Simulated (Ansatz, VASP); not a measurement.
Two plane-wave programs on MgI2

```
Mg I
1.0
     0.00000    3.75572    3.75572
     3.75572    0.00000    3.75572
     3.75572    3.75572    0.00000
Mg I
1 2
Direct
  0.00000 0.00000 0.00000
  0.25000 0.25000 0.25000
  0.75000 0.75000 0.75000
```

Alike in both runs: task single point; functional HSE06; k mesh 4 × 4 × 4; no spin polarisation.

```csv
,VASP,Ansatz
version,VASP 6.6.1,Ansatz 0.2.0
potentials or method,"VASP PAW PBE potentials, release 64 (Mg, I)","plane waves, PAW"
plane-wave cutoff (eV),520,420
occupations,"gaussian, width 0.01 eV",fixed
valence electrons in the cell,16,44
```

|  | VASP | Ansatz | Ansatz less VASP |
| --- | --- | --- | --- |
| gap on the k mesh at the Fermi level (eV) | 1.37 | 1.43 | +0.060 |
| pressure (GPa) | -0.6 | -0.4 | +0.12 |

VASP's potentials hold 16 valence electrons a cell and Ansatz's 44, so a difference there can come from the potentials and not from the codes. Ansatz's warnings: stress exchange threshold loose, stress scf threshold loose.

Spin-orbit coupling is off throughout.
